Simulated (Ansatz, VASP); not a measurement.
## Se: VASP beside Ansatz

```
Se
1.0
     0.00000    2.81084    2.81084
     2.81084    0.00000    2.81084
     2.81084    2.81084    0.00000
Se
2
Direct
  0.87500 0.87500 0.87500
  0.12500 0.12500 0.12500
```

Change from the starting cell: volume scaled by 0.7, LAPW.

Alike in both runs: task single point; functional PBE; k mesh 11 × 11 × 11; occupations fermi-dirac, width 0.1 eV; no spin polarisation.

```csv
,VASP,Ansatz
version,VASP 6.6.1,Ansatz 0.2.0
potentials or method,"VASP PAW PBE potentials, release 64 (Se), cutoff 520 eV","all-electron LAPW, scalar-relativistic"
```

Ansatz gave:

- pressure (GPa): 28.3

Task: What did VASP give for the same quantities?

Result: Pressure (GPa): 28.5.

Both programs put the cell under a high pressure, so it lies far from rest at this level. Ansatz ran all-electron here, and VASP with PAW potentials.
